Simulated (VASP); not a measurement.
# C in VASP: further runs

Runs on C. Level: PBEsol. Tasks: single point.

All numbers are computed with VASP 6.6.1; they aren't measurements. Logs are shortened: lines on timing, memory, paths and dates and some standing lists are left out, and cuts for length are marked.

### Step 1. The cell of the first run

The cell holds a slab with vacuum, 18 atoms: a = 3.868 Å, b = 4.259 Å, c = 24.836 Å, α = 90.00°, β = 90.00°, γ = 111.53°.

### Step 2. Single point, PBEsol

Contents of INCAR:

```
SYSTEM = C
PREC = Accurate ; ENCUT = 520
EDIFF = 1E-7 ; ISMEAR = 0
SIGMA = 0.05 ; LREAL = Auto
LASPH = .TRUE. ; NELM = 60
ALGO = Normal ; ISIF = 2
LWAVE = .FALSE. ; LCHARG = .TRUE.
LDIPOL = .TRUE. ; IDIPOL = 3
DIPOL = 0.5 0.5 0.500 ; GGA = PS
LELF = .TRUE. ; LVHAR = .TRUE.
LVACPOTAV = .TRUE. ; NBANDS = 51
```

Contents of KPOINTS:

```
regular mesh
0
G
  10 9 1
  0 0 0
```

Contents of POSCAR:

```
C
1.0
    3.8680418282      0.0000000000      0.0000000000
   -1.5631267450      3.9617361947      0.0000000000
    0.0000000000      0.0000000000     24.8356410120
C
18
Direct
    0.5000811939      0.3333603980      0.3019853603
    0.4999188061      0.6666396020      0.3019853603
    0.5000811939      0.8333603980      0.3514890202
    0.4999188061      0.1666396020      0.3514890202
    0.5000811939      0.3333603980      0.4009926802
    0.4999188061      0.6666396020      0.4009926802
    0.5000811939      0.8333603980      0.4504963401
    0.4999188061      0.1666396020      0.4504963401
    0.5000811939      0.3333603980      0.5000000000
    0.4999188061      0.6666396020      0.5000000000
    0.5000811939      0.8333603980      0.5495036599
    0.4999188061      0.1666396020      0.5495036599
    0.5000811939      0.3333603980      0.5990073198
    0.4999188061      0.6666396020      0.5990073198
    0.5000811939      0.8333603980      0.6485109798
    0.4999188061      0.1666396020      0.6485109798
    0.5000811939      0.3333603980      0.6980146397
    0.4999188061      0.6666396020      0.6980146397
```

Potentials or basis: VASP PAW PBE potentials, release 64 (C).

The run is started by

```bash
$ cat potpaw_PBE.64/C/POTCAR > POTCAR
$ mpirun -np 1 vasp_std > vasp.out
```

OUTCAR:

```text
SYSTEM = C
   PREC = Accurate
   ENCUT = 520
   EDIFF = 1E-7
   ISMEAR = 0
   LREAL = Auto
   LASPH = .TRUE.
   NELM = 60
   ISIF = 2
   GGA = PS

 ion  position               nearest neighbor table
   1  0.500  0.333  0.302-   2 1.42   4 1.42
   2  0.500  0.667  0.302-   1 1.42   3 1.42
   3  0.500  0.833  0.351-   4 1.42   2 1.42   6 1.42
   4  0.500  0.167  0.351-   3 1.42   1 1.42   5 1.42
   5  0.500  0.333  0.401-   6 1.42   8 1.42   4 1.42
   6  0.500  0.667  0.401-   5 1.42   7 1.42   3 1.42
   7  0.500  0.833  0.450-   8 1.42  10 1.42   6 1.42
   8  0.500  0.167  0.450-   7 1.42   9 1.42   5 1.42
   9  0.500  0.333  0.500-  10 1.42   8 1.42  12 1.42
  10  0.500  0.667  0.500-   9 1.42   7 1.42  11 1.42
  11  0.500  0.833  0.550-  12 1.42  10 1.42  14 1.42
  12  0.500  0.167  0.550-  11 1.42   9 1.42  13 1.42
  13  0.500  0.333  0.599-  14 1.42  12 1.42  16 1.42
  14  0.500  0.667  0.599-  13 1.42  11 1.42  15 1.42
  15  0.500  0.833  0.649-  16 1.42  18 1.42  14 1.42
  16  0.500  0.167  0.649-  15 1.42  17 1.42  13 1.42
  17  0.500  0.333  0.698-  18 1.42  16 1.42
  18  0.500  0.667  0.698-  17 1.42  15 1.42

  LATTYP: Found a simple monoclinic cell.
 ALAT       =     3.8680418282
 B/A-ratio  =     6.4207271056
 C/A-ratio  =     1.1010629354
 COS(beta)  =    -0.3670209785

  Lattice vectors:

 A1 = (   3.8680418282,   0.0000000000,   0.0000000000)
 A2 = (   0.0000000000,   0.0000000000, -24.8356410120)
 A3 = (  -1.5631267450,   3.9617361947,   0.0000000000)

Analysis of symmetry for initial positions (statically):
=====================================================================
 Subroutine PRICEL returns:
 Original cell was already a primitive cell.

 Routine SETGRP: Setting up the symmetry group for a
 simple monoclinic supercell.

 Subroutine GETGRP returns: Found  4 space group operations
 (whereof  4 operations were pure point group operations)
 out of a pool of  4 trial point group operations.

The static configuration has the point symmetry C_2h.

Analysis of symmetry for dynamics (positions and initial velocities):
=====================================================================
 Subroutine PRICEL returns:
 Original cell was already a primitive cell.

 Routine SETGRP: Setting up the symmetry group for a
 simple monoclinic supercell.

 Subroutine GETGRP returns: Found  4 space group operations
 (whereof  4 operations were pure point group operations)
 out of a pool of  4 trial point group operations.

The dynamic configuration has the point symmetry C_2h.

 Subroutine INISYM returns: Found  4 space group operations
 (whereof  4 operations are pure point group operations),
[... 142 lines left out ...]
   EFERMI =   0.00;   METHOD = LEGACY
   ISMEAR =     0;   SIGMA  =   0.05  broadening in eV -4-tet -1-fermi 0-gaus
   EFERMI_NEDOS =   21; number of points for ismear=-14 and -15
   IALGO  =     38    algorithm
   IMIX   =      4    mixing-type and parameters
     AMIX     =   0.40;   BMIX     =  1.00
     AMIX_MAG =   1.60;   BMIX_MAG =  1.00
  volume/ion in A,a.u.               =      21.14       142.68
  Fermi-wavevector in a.u.,A,eV,Ry     =   0.939799  1.775963 12.016966  0.883222
  Thomas-Fermi vector in A             =   2.067147
   LORBIT       =      0    0 simple, 1 ext, 2 COOP (PROOUT), +10 PAW based schemes
   GGA     = PS    functional components
   LHFCALC =     F    Hartree Fock is set to
   AEXX    =    0.0000 exact exchange contribution
   IVDW    =     0    specifies the selected vdW correction
   LEPSILON=     F    determine dielectric tensor
   LRPA    =     F    only Hartree local field effects (RPA)
 non-spin polarized calculation
 Gauss-broadening in eV      SIGMA  =   0.05
  energy-cutoff  :      520.00
  volume of cell :      380.59
 maximum number of plane-waves:     10297
 NGX is ok and might be reduce to    30

 dipolmoment           0.000000      0.000000      0.000000 electrons x Angstroem

 number of electron      71.9999986 magnetization

 dipolmoment           0.000000      0.000000     -0.000000 electrons x Angstroem

 Free energy of the ion-electron system (eV)
  ---------------------------------------------------
  ext. energy  EPLUGINS =         0.00000000
  ---------------------------------------------------
  free energy    TOTEN  =      -162.58639740 eV

  energy without entropy =     -162.58009260  energy(sigma->0) =     -162.58324500

 E-fermi :  -2.0102     XC(G=0):  -5.1785

 val. band max:       -2.0107017691   @ k =   0.2000   0.4444   0.0000
 cond. band min:      -1.9989807202   @ k =   0.0000   0.4444   0.0000
 fundamental gap:      0.0117210488
 Fermi energy:        -2.0101948303

 k-point     1 :       0.0000    0.0000    0.0000
  band No.  band energies     occupation
      1     -20.9230      2.00000
      2     -20.2190      2.00000
      3     -19.1839      2.00000
      4     -17.8047      2.00000
      5     -16.1568      2.00000
      6     -15.5359      2.00000
[... 1213 lines left out ...]
     47       4.9477      0.00000
     48       4.9791      0.00000

 [... further k-points ...]

 [bands above 48 left out]

------------------------ aborting loop because EDIFF is reached ----------------------------------------

  FORCE on cell =-STRESS in cart. coord.  units (eV):
  Direction    XX          YY          ZZ          XY          YZ          ZX
  --------------------------------------------------------------------------------------
  -------------------------------------------------------------------------------------
  Total       -1.9832425    -12.5747029     -5.0190518      4.9237742      0.0000000      0.0000000
  in kB       -8.3489970    -52.9366223    -21.1290596     20.7279629      0.0000000      0.0000000
  external PRESSURE =     -27.4715597 kB  Pullay stress =       0.0000000 kB

 VOLUME and BASIS-vectors are now :
 -----------------------------------------------------------------------------
  energy-cutoff  :      520.00
  volume of cell :      380.59
      direct lattice vectors                 reciprocal lattice vectors
     3.868041828  0.000000000  0.000000000     0.258528745  0.102004065  0.000000000
    -1.563126745  3.961736195  0.000000000     0.000000000  0.252414586  0.000000000
     0.000000000  0.000000000 24.835641012     0.000000000  0.000000000  0.040264715

 POSITION                                       TOTAL-FORCE (eV/Angst)
 -----------------------------------------------------------------------------------
      1.41325      1.32069      7.50000        -2.671542      6.754505      1.145876
      0.89166      2.64105      7.50000         2.671542     -6.754505      1.145876
      0.63169      3.30155      8.72946        -0.189625      0.485187     -1.152269
      1.67323      0.66018      8.72946         0.189625     -0.485187     -1.152269
      1.41325      1.32069      9.95891        -0.251997      0.635896     -0.077358
      0.89166      2.64105      9.95891         0.251997     -0.635896     -0.077358
[... 10 lines left out ...]
      1.41325      1.32069     17.33564        -2.671542      6.754505     -1.145876
      0.89166      2.64105     17.33564         2.671542     -6.754505     -1.145876
 -----------------------------------------------------------------------------------
    total drift:                                0.000000     -0.000000      0.000000

  FREE ENERGIE OF THE ION-ELECTRON SYSTEM (eV)
  ---------------------------------------------------
  free  energy   TOTEN  =      -162.5863974037 eV

  energy  without entropy=     -162.5800926005  energy(sigma->0) =     -162.58324500

 vacuum level on the upper side and lower side of the slab         4.352         4.352
```

It took 25 min on 1 thread of Intel Xeon Platinum 8488C (Sapphire Rapids), shared host; peak memory 0.75 GiB.

What came out:

```
Free energy            : -162.5864 eV
Largest force          : 7.353 eV/Å
Band gap on the k mesh : zero (bands 36 and 37 overlap by 0.63 eV)
```

Forces on the atoms (eV/Å):
```
C   -2.672  6.755  1.146
C    2.672 -6.755  1.146
C   -0.190  0.485 -1.152
C    0.190 -0.485 -1.152
C   -0.252  0.636 -0.077
C    0.252 -0.636 -0.077
C   -0.095  0.247  0.029
C    0.095 -0.247  0.029
C   -0.025  0.050  0.000
C    0.025 -0.050  0.000
C   -0.095  0.247 -0.029
C    0.095 -0.247 -0.029
C   -0.252  0.636  0.077
C    0.252 -0.636  0.077
C   -0.190  0.485  1.152
C    0.190 -0.485  1.152
C   -2.672  6.755 -1.146
C    2.672 -6.755 -1.146
```

Levels at points of the mesh, in eV from the Fermi level:
```tsv
k point	band 34	band 35	band 36	band 37	band 38	band 39
(0.00, 0.00, 0.00)	-1.06	0.10	0.13	1.25	1.38	1.43
(0.50, 0.00, 0.00)	-0.67	-0.60	0.55	0.90	1.28	1.34
```

Caveat: the PAW data sets were made with another functional, which shifts forces and pressure a little.

### Step 3. Single point, PBEsol

This run uses another cell than the first one: it holds 12 atoms, not 18.

Contents of INCAR:

```
PREC = Accurate
ENCUT = 520
EDIFF = 1E-7
ISMEAR = 0
SIGMA = 0.05
LREAL = False
LASPH = True
NELM = 100
ALGO = Normal
ISIF = 2
LWAVE = False
LCHARG = False
LDIPOL = True
IDIPOL = 3
DIPOL = 0.5 0.5 0.500
GGA = PS
NBANDS = 36
```

Contents of KPOINTS:

```
regular mesh
0
Gamma
  14 9 1
```

Contents of POSCAR:

```
C
1.0
    2.4589102515      0.0000000000      0.0000000000
    0.0000000000      3.8680417965      0.0000000000
    0.0000000000      0.0000000000     25.5648442795
C
12
Direct
    0.5000000000      0.2305209419      0.2933716286
    0.0000000000      0.1633092551      0.3192080390
    0.0000000000      0.0284643409      0.3708556950
    0.5000000000      0.9612526540      0.3966921055
    0.5000000000      0.8264077399      0.4483397615
    0.0000000000      0.7591960530      0.4741761720
    0.0000000000      0.6243511389      0.5258238280
    0.5000000000      0.5571394520      0.5516602385
    0.5000000000      0.4222945379      0.6033078945
    0.0000000000      0.3550828510      0.6291443050
    0.0000000000      0.2202379369      0.6807919610
    0.5000000000      0.1530262500      0.7066283714
```

Potentials or basis: VASP PAW PBE potentials, release 64 (C).

The run is started by

```bash
$ cat potpaw_PBE.64/C/POTCAR > POTCAR
$ mpirun -np 1 vasp_std > vasp.out
```

Wall time 15 min (1 thread of Intel Xeon 8259CL, shared host); peak memory 0.44 GiB.

Results (log left out):

- Free energy: -108.7016 eV
- Largest force: 2.818 eV/Å
- Band gap on the k mesh: zero (bands 24 and 25 overlap by 0.28 eV)

Forces on the atoms (eV/Å):
```
C    0.000 -0.622  1.762
C    0.000  0.965 -2.647
C    0.000 -0.346  0.911
C    0.000  0.082 -0.221
C    0.000 -0.057  0.151
C    0.000  0.031 -0.084
C    0.000 -0.031  0.084
C    0.000  0.057 -0.151
C    0.000 -0.082  0.221
C    0.000  0.346 -0.911
C    0.000 -0.965  2.647
C    0.000  0.622 -1.762
```

Levels at points of the mesh, in eV from the Fermi level:
| k point | band 22 | band 23 | band 24 | band 25 | band 26 | band 27 |
| --- | --- | --- | --- | --- | --- | --- |
| (0.00, 0.00, 0.00) | -2.98 | -2.74 | -0.06 | -0.01 | 2.21 | 3.92 |
| (0.50, 0.00, 0.00) | -1.90 | -0.36 | -0.35 | 1.15 | 1.15 | 2.18 |

Caveat: the PAW data sets were made with another functional, which shifts forces and pressure a little.

### Step 4. Single point, PBEsol

This run uses another cell than the first one: it holds 12 atoms, not 18.

Contents of INCAR:

```
  PREC = Accurate
  ENCUT = 520
  EDIFF = 1E-6
  ISMEAR = 0
  SIGMA = 0.05
  LREAL = F
  LASPH = T
  NELM = 60
  ALGO = Normal
  ISIF = 2
  LWAVE = F
  LCHARG = F
  LDIPOL = T
  IDIPOL = 3
  DIPOL = 0.5 0.5 0.500
  GGA = PS
  NBANDS = 36
```

Contents of KPOINTS:

```
Automatic mesh
0
Gamma
  14 9 1
```

Contents of POSCAR:

```
C
1.0
    2.4589102515      0.0000000000      0.0000000000
    0.0000000000      3.8680417965      0.0000000000
    0.0000000000      0.0000000000     25.5648442795
C
12
Direct
    0.5000000000      0.2424992838      0.2962076561
    0.0000000000      0.1799757961      0.3182592012
    0.0000000000      0.0357534119      0.3714572587
    0.5000000000      0.9681145580      0.3966694945
    0.5000000000      0.8291934288      0.4485474501
    0.0000000000      0.7609144596      0.4741197400
    0.0000000000      0.6225672507      0.5258769466
    0.5000000000      0.5543044548      0.5514501459
    0.5000000000      0.4154228401      0.6033298288
    0.0000000000      0.3477959974      0.6285425323
    0.0000000000      0.2036228487      0.6817440905
    0.5000000000      0.1411188216      0.7037956553
```

The run is started by

```bash
$ cat potpaw_PBE.64/C/POTCAR > POTCAR
$ mpirun -np 1 vasp_std > vasp.out
```

Run time: 20 min. Hardware: 1 thread of Intel Xeon 8259CL, shared host; peak memory 0.44 GiB.

It converged, with:

| Property | Result |
| --- | --- |
| Free energy | -108.9439 eV |
| Largest force | 0.051 eV/Å |
| Band gap on the k mesh | zero (bands 24 and 25 overlap by 0.60 eV) |

Forces in eV/Å, atoms in the order of the input:
```
C    0.000  0.022 -0.046
C    0.000 -0.007  0.009
C    0.000  0.007 -0.015
C    0.000  0.001 -0.011
C    0.000 -0.005  0.004
C    0.000 -0.005  0.004
C    0.000  0.005 -0.004
C    0.000  0.005 -0.004
C    0.000 -0.002  0.011
C    0.000 -0.006  0.015
C    0.000  0.007 -0.009
C    0.000 -0.022  0.046
```

Levels at points of the mesh, in eV from the Fermi level:
```
           k point  band 22  band 23  band 24  band 25  band 26  band 27
(0.00, 0.00, 0.00)    -3.49    -3.12     0.04     0.10     2.16     3.84
(0.50, 0.00, 0.00)    -2.02    -0.58    -0.56     0.66     0.66     1.86
```

Caveat: the PAW data sets were made with another functional, which shifts forces and pressure a little.

### Step 5. Overview

```tsv
cell	k mesh	gap on the mesh (eV)	largest force (eV/Å)
a = 3.868, b = 4.259, c = 24.836 Å, angles 90.0, 90.0, 111.5°, 18 atoms, atomic positions A	10 × 9 × 1	none	7.35
a = 2.459, b = 3.868, c = 25.565 Å, 12 atoms, atomic positions B	14 × 9 × 1	none	2.82
a = 2.459, b = 3.868, c = 25.565 Å, 12 atoms, atomic positions C	14 × 9 × 1	none	0.05
```

Alike in all rows: task single point; level PBEsol; potentials or basis VASP PAW PBE potentials, release 64 (C); no spin polarisation; cutoff (eV) 520; smearing gaussian 0.05 eV.

Caveats: the PAW data sets were made with another functional, which shifts forces and pressure a little.

Absolute energies hang on the potentials; compare differences alone.
